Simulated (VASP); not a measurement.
**Si6Ge: density of states with PBEsol**

Si6Ge:

```
Si Ge
1.0
     2.55181   -2.48860    0.03335
     2.55181    2.48860    0.03335
    -0.11881    0.00000    9.06290
Si Ge
6 1
Direct
  0.74955 0.25045 0.00000
  0.25045 0.74955 0.00000
  0.50006 0.00005 0.74003
  0.99995 0.49994 0.25997
  0.49994 0.99995 0.25997
  0.00005 0.50006 0.74003
  0.50000 0.50000 0.50000
```

* Program: VASP 6.6.1
* Task: density of states
* Functional: PBEsol
* Potentials or basis: VASP PAW PBE potentials, release 64 (Si, Ge_d)
* Cutoff: 520 eV
* k mesh: 10 × 10 × 4
* Occupations: gaussian, width 0.1 eV
* Spin: no spin polarisation
* Dipole correction: no
* k mesh for the DOS: 15 × 15 × 6
* Occupations for the DOS: tetrahedron
* Further INCAR settings: ALGO = Normal; EDIFF = 1e-06

The valence electrons inside the program's atomic spheres are Si 1.59; Ge 12.20.

Levels at points of the mesh, in eV from the Fermi level:
```
           k point  band 15  band 16  band 17  band 18  band 19  band 20  band 21  band 22  band 23
(0.00, 0.00, 0.00)    -2.10    -1.93    -1.21    -0.17     0.10     0.94     1.08     1.43     2.54
(0.00, 0.00, 0.50)    -2.38    -2.19    -2.07    -1.44     0.79     0.82     1.49     1.52     2.23
```

Wall time 6.7 min on 1 thread of Intel(R) Xeon(R) 6975P-C (Granite Rapids), with other jobs on the host, peak memory 0.86 GiB.

Caveat: the bands computed are all filled at some k points, so no gap is given.
